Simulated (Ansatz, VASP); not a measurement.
Two plane-wave programs on Al36H

```
Al H
1.0
     5.62884    0.00000    0.00000
    -2.81442    4.87472    0.00000
     0.00000    0.00000   35.90736
Al H
36 1
Direct
  0.16667 0.33333 0.11140
  0.16667 0.83333 0.11140
  0.66667 0.33333 0.11140
  0.66667 0.83333 0.11140
  0.00000 0.00000 0.17574
  0.00000 0.50000 0.17574
  0.50000 0.00000 0.17574
  0.50000 0.50000 0.17574
  0.33333 0.16667 0.24008
  0.33333 0.66667 0.24008
  0.83333 0.16667 0.24008
  0.83333 0.66667 0.24008
  0.00000 0.00000 0.30442
  0.00000 0.50000 0.30442
  0.50000 0.00000 0.30442
  0.50000 0.50000 0.30442
  0.16667 0.33333 0.36825
  0.16667 0.83333 0.36825
  0.66667 0.33333 0.36825
  0.66667 0.83333 0.36825
  0.00000 0.00000 0.43207
  0.00000 0.50000 0.43207
  0.50000 0.00000 0.43207
  0.50000 0.50000 0.43207
  0.33333 0.16667 0.49678
  0.33333 0.66667 0.49678
  0.83333 0.16667 0.49678
  0.83333 0.66667 0.49678
  0.00000 0.00000 0.56112
  0.00000 0.50000 0.56112
  0.50000 0.00000 0.56112
  0.50000 0.50000 0.56112
  0.16667 0.33333 0.62682
  0.16667 0.83333 0.62682
  0.66667 0.33333 0.62682
  0.66667 0.83333 0.62682
  0.33333 0.41667 0.70480
```

Alike in both runs: task single point; functional PBE; dispersion D3(BJ); k mesh 6 × 6 × 1; occupations gaussian, width 0.1 eV; no spin polarisation.

|  | VASP | Ansatz |
| --- | --- | --- |
| version | VASP 6.6.1 | Ansatz 0.2.0 |
| potentials or method | VASP PAW PBE potentials, release 64 (Al, H), cutoff 520 eV | scalar-relativistic, plane waves, PAW |
| valence electrons in the cell | 109 | 109 |

|  | VASP | Ansatz | Ansatz less VASP |
| --- | --- | --- | --- |
| gap on the k mesh at the Fermi level (eV) | none | none | - |
| rms of the force components (eV/Å) | 0.150 | 0.150 | 0.0000 |
| work function, face that differs most (eV) | 4.07 | 4.07 | -0.001 |

Atom by atom the forces differ by 0.001 eV/Å (rms over components). A gap of «none» marks a metal or a gap that the smearing closes.
